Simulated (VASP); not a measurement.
# Fe (Im-3m) in VASP: notebook

Fe is run at these levels: r2SCAN; tasks: single point.

All numbers are computed with VASP 6.6.1; they aren't measurements. Logs are shortened: lines on timing, memory, paths and dates and some standing lists are left out, and cuts for length are marked.

## (1) The cell of the first run

It takes space group Im-3m (No. 229, cubic). The conventional cell has a = 2.730 Å, b = 2.730 Å, c = 2.730 Å, α = 90.00°, β = 90.00°, γ = 90.00°. Fe (site symmetry m-3m) has 14 Fe at 2.36 to 2.73 Å within 3.1 Å.

## (2) Single point, r2SCAN

File POSCAR:

```
Fe
1.0
   -1.3650158294      1.3650158294      1.3650158294
    1.3650158294     -1.3650158294      1.3650158294
    1.3650158294      1.3650158294     -1.3650158294
Fe
1
Direct
    0.0000000000      0.0000000000      0.0000000000
```

File INCAR.step1:

```
PREC     = Accurate       # precision mode
ENCUT    = 660            # plane-wave cutoff, eV
ISMEAR   = -1             # smearing method
SIGMA    = 0.1            # smearing width, eV
LREAL    = False          # projectors in reciprocal space
LASPH    = True           # aspherical terms in the spheres
NELM     = 120            # most SCF steps
NBANDS   = 10             # bands
GGA      = PE             # functional
ALGO     = Normal         # electronic algorithm
EDIFF    = 1E-5           # SCF threshold, eV
LWAVE    = True           # write WAVECAR
LCHARG   = False          # write CHGCAR
GGA_COMPAT= False
```

File INCAR.step2:

```
PREC     = Accurate       # precision mode
ENCUT    = 660            # plane-wave cutoff, eV
EDIFF    = 1E-6           # SCF threshold, eV
ISMEAR   = -1             # smearing method
SIGMA    = 0.1            # smearing width, eV
LREAL    = False          # projectors in reciprocal space
LASPH    = True           # aspherical terms in the spheres
NELM     = 120            # most SCF steps
ALGO     = Normal         # electronic algorithm
ISIF     = 2              # what is computed and relaxed
LWAVE    = False          # write WAVECAR
LCHARG   = False          # write CHGCAR
METAGGA  = R2SCAN         # meta-GGA
LMIXTAU  = True         
NBANDS   = 10             # bands
ISTART   = 1            
GGA_COMPAT= False
```

File KPOINTS:

```
Automatic mesh
0
Gamma
  6 6 6
```

Potentials or basis: VASP PAW PBE potentials, release 64 (Fe).

Started as:

```console
> cat potpaw_PBE.64/Fe/POTCAR > POTCAR
> cp INCAR.step1 INCAR
> mpirun -np 1 vasp_std > vasp.out
> cp INCAR.step2 INCAR
> mpirun -np 1 vasp_std > vasp.out
```

OUTCAR:

```text
PREC = Accurate
   ENCUT = 660
   EDIFF = 1E-6
   ISMEAR = -1
   LREAL = False
   LASPH = True
   NELM = 120
   ISIF = 2
   METAGGA = R2SCAN
   ISTART = 1

 ion  position               nearest neighbor table
   1  0.000  0.000  0.000-

  LATTYP: Found a body centered cubic cell.
 ALAT       =     2.7300316588

  Lattice vectors:

 A1 = (  -1.3650158294,   1.3650158294,   1.3650158294)
 A2 = (   1.3650158294,  -1.3650158294,   1.3650158294)
 A3 = (   1.3650158294,   1.3650158294,  -1.3650158294)

Analysis of symmetry for initial positions (statically):
=====================================================================
 Subroutine PRICEL returns:
 Original cell was already a primitive cell.

 Routine SETGRP: Setting up the symmetry group for a
 body centered cubic supercell.

 Subroutine GETGRP returns: Found 48 space group operations
 (whereof 48 operations were pure point group operations)
 out of a pool of 48 trial point group operations.

The static configuration has the point symmetry O_h .

Analysis of symmetry for dynamics (positions and initial velocities):
=====================================================================
 Subroutine PRICEL returns:
 Original cell was already a primitive cell.

 Routine SETGRP: Setting up the symmetry group for a
 body centered cubic supercell.

 Subroutine GETGRP returns: Found 48 space group operations
 (whereof 48 operations were pure point group operations)
 out of a pool of 48 trial point group operations.

The dynamic configuration has the point symmetry O_h .

 Subroutine INISYM returns: Found 48 space group operations
 (whereof 48 operations are pure point group operations),
 and found     1 'primitive' translations

----------------------------------------------------------------------------------------

                                     Primitive cell

  volume of cell :      10.1736

  direct lattice vectors                    reciprocal lattice vectors
    -1.365015829  1.365015829  1.365015829     0.000000000  0.366296118  0.366296118
     1.365015829 -1.365015829  1.365015829     0.366296118  0.000000000  0.366296118
     1.365015829  1.365015829 -1.365015829     0.366296118  0.366296118  0.000000000

  length of vectors
[... 71 lines left out ...]
   EDIFF  = 0.1E-05   stopping-criterion for ELM
   LREAL  =      F    real-space projection
   EDIFFG = 0.1E-04   stopping-criterion for IOM
   NSW    =      0    number of steps for IOM
   IBRION =     -1    ionic relax: 0-MD 1-quasi-New 2-CG
   NFREE  =      0    steps in history (QN), initial steepest desc. (CG)
   ISIF   =      2    stress and relaxation
   ISYM   =      2    0-nonsym 1-usesym 2-fastsym
   POTIM  = 0.5000    time-step for ionic-motion
   TEBEG  =    0.0;   TEEND  =   0.0 temperature during run
   PSTRESS=    0.0 pullay stress
   NELECT =       8.0000    total number of electrons
   NUPDOWN=      -1.0000    fix difference up-down
   EMIN   =  10.00;   EMAX   =-10.00  energy-range for DOS
   EFERMI =   0.00;   METHOD = LEGACY
   ISMEAR =    -1;   SIGMA  =   0.10  broadening in eV -4-tet -1-fermi 0-gaus
   EFERMI_NEDOS =   21; number of points for ismear=-14 and -15
   IALGO  =     38    algorithm
   IMIX   =      4    mixing-type and parameters
     AMIX     =   0.40;   BMIX     =  1.00
     AMIX_MAG =   1.60;   BMIX_MAG =  1.00
  volume/ion in A,a.u.               =      10.17        68.65
  Fermi-wavevector in a.u.,A,eV,Ry     =   1.511056  2.855481 31.066038  2.283289
  Thomas-Fermi vector in A             =   2.621164
   LORBIT       =      0    0 simple, 1 ext, 2 COOP (PROOUT), +10 PAW based schemes
   METAGGA = R2SCAN    functional components
   LHFCALC =     F    Hartree Fock is set to
   AEXX    =    0.0000 exact exchange contribution
   IVDW    =     0    specifies the selected vdW correction
   LEPSILON=     F    determine dielectric tensor
   LRPA    =     F    only Hartree local field effects (RPA)
 non-spin polarized calculation
  energy-cutoff  :      660.00
  volume of cell :       10.17
 maximum number of plane-waves:       402
   NGX =  9   NGY =  9   NGZ =  9

 number of electron       7.9999999 magnetization

 Free energy of the ion-electron system (eV)
  ---------------------------------------------------
  ext. energy  EPLUGINS =         0.00000000
  ---------------------------------------------------
  free energy    TOTEN  =       -13.27976027 eV

  energy without entropy =      -13.17563544  energy(sigma->0) =      -13.22769786

 E-fermi :   7.0577     XC(G=0): -15.0225

 val. band max:        7.0188412211   @ k =   0.0000   0.0000   0.0000
 cond. band min:       7.0580317623   @ k =   0.1667   0.0000   0.0000
 fundamental gap:      0.0391905412
 Fermi energy:         7.0576685225

 k-point     1 :       0.0000    0.0000    0.0000
  band No.  band energies     occupation
      1      -2.6204      2.00000
      2       5.0260      2.00000
      3       5.0260      2.00000
      4       5.0260      2.00000
      5       7.0188      1.19174
      6       7.0188      1.19173
      7      34.1348      0.00000
      8      34.1348      0.00000
      9      34.1348      0.00000
     10      40.2318      0.00000
[... 183 lines left out ...]
 k-point    16 :       0.5000    0.5000    0.5000
  band No.  band energies     occupation
      1       1.9323      2.00000
      2       1.9323      2.00000
      3       8.0648      0.00008
      4       8.0648      0.00008
      5       8.0648      0.00008
      6      18.2946      0.00000
      7      18.2946      0.00000
      8      18.2946      0.00000
      9      24.5953      0.00000
     10      24.5953      0.00000

------------------------ aborting loop because EDIFF is reached ----------------------------------------

  FORCE on cell =-STRESS in cart. coord.  units (eV):
  Direction    XX          YY          ZZ          XY          YZ          ZX
  --------------------------------------------------------------------------------------
  -------------------------------------------------------------------------------------
  Total        0.1349769      0.1349769      0.1349769      0.0000000      0.0000000      0.0000000
  in kB       21.2567484     21.2567484     21.2567484      0.0000000      0.0000000      0.0000000
  external PRESSURE =      21.2567484 kB  Pullay stress =       0.0000000 kB

 VOLUME and BASIS-vectors are now :
 -----------------------------------------------------------------------------
  energy-cutoff  :      660.00
  volume of cell :       10.17
      direct lattice vectors                 reciprocal lattice vectors
    -1.365015829  1.365015829  1.365015829     0.000000000  0.366296118  0.366296118
     1.365015829 -1.365015829  1.365015829     0.366296118  0.000000000  0.366296118
     1.365015829  1.365015829 -1.365015829     0.366296118  0.366296118  0.000000000

 POSITION                                       TOTAL-FORCE (eV/Angst)
 -----------------------------------------------------------------------------------
      0.00000      0.00000      0.00000        -0.000000     -0.000000      0.000000
 -----------------------------------------------------------------------------------
    total drift:                                0.000000      0.000000      0.000000

  FREE ENERGIE OF THE ION-ELECTRON SYSTEM (eV)
  ---------------------------------------------------
  free  energy   TOTEN  =       -13.2797602721 eV

  energy  without entropy=      -13.1756354420  energy(sigma->0) =      -13.22769786
```

OUTCAR.step1:

```text
PREC = Accurate
   ENCUT = 660
   ISMEAR = -1
   LREAL = False
   LASPH = True
   NELM = 120
[... 411 lines left out ...]
 POSITION                                       TOTAL-FORCE (eV/Angst)
 -----------------------------------------------------------------------------------
      0.00000      0.00000      0.00000         0.000000      0.000000      0.000000
 -----------------------------------------------------------------------------------
    total drift:                                0.000000     -0.000000      0.000000

  FREE ENERGIE OF THE ION-ELECTRON SYSTEM (eV)
  ---------------------------------------------------
  free  energy   TOTEN  =        -7.7513974380 eV

  energy  without entropy=       -7.6436776775  energy(sigma->0) =       -7.69753756
```

Wall time 8.9 s (1 thread of Intel Xeon Platinum 8559C (Emerald Rapids), shared host); peak memory 0.12 GiB.

Results:

```yaml
Free_energy: -13.2798 eV
Pressure: 2.1 GPa
Band_gap_on_the_k_mesh: zero (band 4 reaches 8.06 eV, above the bottom of band 5 at 5.76 eV)
```

Levels at points of the mesh, in eV from the Fermi level:
| k point | band 1 | band 2 | band 3 | band 4 | band 5 | band 6 | band 7 | band 8 |
| --- | --- | --- | --- | --- | --- | --- | --- | --- |
| (0.00, 0.00, 0.00) | -9.68 | -2.03 | -2.03 | -2.03 | -0.04 | -0.04 | 27.08 | 27.08 |
| (0.50, 0.00, 0.00) | -5.41 | -3.45 | -0.09 | 0.24 | 0.28 | 1.35 | 9.12 | 20.07 |
| (0.50, 0.50, 0.50) | -5.13 | -5.13 | 1.01 | 1.01 | 1.01 | 11.24 | 11.24 | 11.24 |

Caveat: the k points lie up to 0.54 Å⁻¹ apart; the PAW data sets were made with another functional, which shifts forces and pressure a little; the run has no spin polarisation, though such a crystal can be magnetic. Spin polarisation is off, so any magnetic state and its effect on volume and gap are missing.

## (3) Single point, r2SCAN

POSCAR is that of step 2.

File INCAR.step1:

```
  PREC = Accurate
  ENCUT = 660
  ISMEAR = -1
  SIGMA = 0.1
  LREAL = F
  LASPH = T
  NELM = 120
  NBANDS = 10
  GGA = PE
  ALGO = Normal
  EDIFF = 1E-5
  LWAVE = T
  LCHARG = F
  GGA_COMPAT = F
```

File INCAR.step2:

```
  PREC = Accurate
  ENCUT = 660
  EDIFF = 1E-6
  ISMEAR = -1
  SIGMA = 0.1
  LREAL = F
  LASPH = T
  NELM = 120
  ALGO = Normal
  ISIF = 2
  LWAVE = F
  LCHARG = F
  METAGGA = R2SCAN
  LMIXTAU = T
  NBANDS = 10
  ISTART = 1
  GGA_COMPAT = F
```

File KPOINTS:

```
Automatic mesh
0
Gamma
  8 8 8
```

Potentials or basis: VASP PAW PBE potentials, release 64 (Fe).

Started as:

```console
> cat potpaw_PBE.64/Fe/POTCAR > POTCAR
> cp INCAR.step1 INCAR
> mpirun -np 1 vasp_std > vasp.out
> cp INCAR.step2 INCAR
> mpirun -np 1 vasp_std > vasp.out
```

OUTCAR:

```text
PREC = Accurate
   ENCUT = 660
   EDIFF = 1E-6
   ISMEAR = -1
   LREAL = F
   LASPH = T
   NELM = 120
   ISIF = 2
   METAGGA = R2SCAN
   ISTART = 1

 ion  position               nearest neighbor table
   1  0.000  0.000  0.000-

  LATTYP: Found a body centered cubic cell.
 ALAT       =     2.7300316588

  Lattice vectors:

 A1 = (  -1.3650158294,   1.3650158294,   1.3650158294)
 A2 = (   1.3650158294,  -1.3650158294,   1.3650158294)
 A3 = (   1.3650158294,   1.3650158294,  -1.3650158294)

Analysis of symmetry for initial positions (statically):
=====================================================================
 Subroutine PRICEL returns:
 Original cell was already a primitive cell.

 Routine SETGRP: Setting up the symmetry group for a
 body centered cubic supercell.

 Subroutine GETGRP returns: Found 48 space group operations
 (whereof 48 operations were pure point group operations)
 out of a pool of 48 trial point group operations.

The static configuration has the point symmetry O_h .

[... 160 lines left out ...]
 cond. band min:       7.0321107948   @ k =   0.2500   0.1250   0.1250
 fundamental gap:      0.0252186849
 Fermi energy:         7.0116441406

 k-point     1 :       0.0000    0.0000    0.0000
  band No.  band energies     occupation
      1      -2.6264      2.00000
      2       4.9866      2.00000
      3       4.9866      2.00000
      4       4.9866      2.00000
      5       6.9784      1.16449
      6       6.9784      1.16449
      7      34.1434      0.00000
      8      34.1434      0.00000
      9      34.1434      0.00000
     10      40.2277      0.00000
[... 287 lines left out ...]
 k-point    24 :      -0.3750    0.3750    0.2500
  band No.  band energies     occupation
      1       2.6210      2.00000
      2       3.4498      2.00000
      3       5.5015      2.00000
      4       6.0965      1.99979
      5       7.5430      0.00980
      6      10.3525      0.00000
      7      20.6554      0.00000
      8      23.8919      0.00000
      9      26.4856      0.00000
     10      30.5345      0.00000

 [... further k-points ...]

------------------------ aborting loop because EDIFF is reached ----------------------------------------

  FORCE on cell =-STRESS in cart. coord.  units (eV):
  Direction    XX          YY          ZZ          XY          YZ          ZX
  --------------------------------------------------------------------------------------
  -------------------------------------------------------------------------------------
  Total        0.0213743      0.0213743      0.0213743      0.0000000     -0.0000000      0.0000000
  in kB        3.3661252      3.3661252      3.3661252      0.0000000     -0.0000000      0.0000000
  external PRESSURE =       3.3661252 kB  Pullay stress =       0.0000000 kB

 VOLUME and BASIS-vectors are now :
 -----------------------------------------------------------------------------
  energy-cutoff  :      660.00
  volume of cell :       10.17
      direct lattice vectors                 reciprocal lattice vectors
    -1.365015829  1.365015829  1.365015829     0.000000000  0.366296118  0.366296118
     1.365015829 -1.365015829  1.365015829     0.366296118  0.000000000  0.366296118
     1.365015829  1.365015829 -1.365015829     0.366296118  0.366296118  0.000000000

 POSITION                                       TOTAL-FORCE (eV/Angst)
 -----------------------------------------------------------------------------------
      0.00000      0.00000      0.00000         0.000000     -0.000000     -0.000000
 -----------------------------------------------------------------------------------
    total drift:                               -0.000000     -0.000000      0.000000

  FREE ENERGIE OF THE ION-ELECTRON SYSTEM (eV)
  ---------------------------------------------------
  free  energy   TOTEN  =       -13.3539852438 eV

  energy  without entropy=      -13.2602418995  energy(sigma->0) =      -13.30711357
```

OUTCAR.step1:

```text
PREC = Accurate
   ENCUT = 660
   ISMEAR = -1
   LREAL = F
   LASPH = T
   NELM = 120
[... 525 lines left out ...]

 POSITION                                       TOTAL-FORCE (eV/Angst)
 -----------------------------------------------------------------------------------
      0.00000      0.00000      0.00000         0.000000     -0.000000      0.000000
 -----------------------------------------------------------------------------------
    total drift:                                0.000000     -0.000000      0.000000

  FREE ENERGIE OF THE ION-ELECTRON SYSTEM (eV)
  ---------------------------------------------------
  free  energy   TOTEN  =        -7.8210001208 eV

  energy  without entropy=       -7.7230433901  energy(sigma->0) =       -7.77202176
```

OSZICAR.step1:

```text
N       E                     dE             d eps       ncg     rms          rms(c)
DAV:   1     0.208836137013E+02    0.20884E+02   -0.50718E+03   604   0.129E+03
DAV:   2    -0.871584889710E+01   -0.29599E+02   -0.28205E+02   592   0.149E+02
DAV:   3    -0.923970381640E+01   -0.52385E+00   -0.51793E+00   638   0.254E+01
DAV:   4    -0.924176334648E+01   -0.20595E-02   -0.20591E-02   630   0.141E+00
DAV:   5    -0.924177837093E+01   -0.15024E-04   -0.15023E-04   622   0.115E-01    0.123E+01
DAV:   6    -0.791960093754E+01    0.13222E+01   -0.10529E+01   626   0.518E+01    0.181E+00
DAV:   7    -0.783889458596E+01    0.80706E-01   -0.45368E-01   642   0.107E+01    0.100E+00
DAV:   8    -0.782376453688E+01    0.15130E-01   -0.81948E-03   840   0.776E-01    0.350E-01
DAV:   9    -0.782100076163E+01    0.27638E-02   -0.16829E-03   704   0.304E-01    0.623E-02
DAV:  10    -0.782100012083E+01    0.64080E-06   -0.58997E-06   428   0.323E-02
   1 F= -.78210001E+01 E0= -.77720218E+01  d E =-.979567E-01
```

It took 12 s on 1 thread of Intel Xeon Platinum 8559C (Emerald Rapids), shared host; peak memory 0.13 GiB.

Results:

```
Free energy            : -13.3540 eV
Pressure               : 0.3 GPa
Band gap on the k mesh : zero (band 4 reaches 8.02 eV, above the bottom of band 5 at 6.21 eV)
```

Caveat: the k points lie up to 0.41 Å⁻¹ apart; the PAW data sets were made with another functional, which shifts forces and pressure a little; the run has no spin polarisation, though such a crystal can be magnetic.
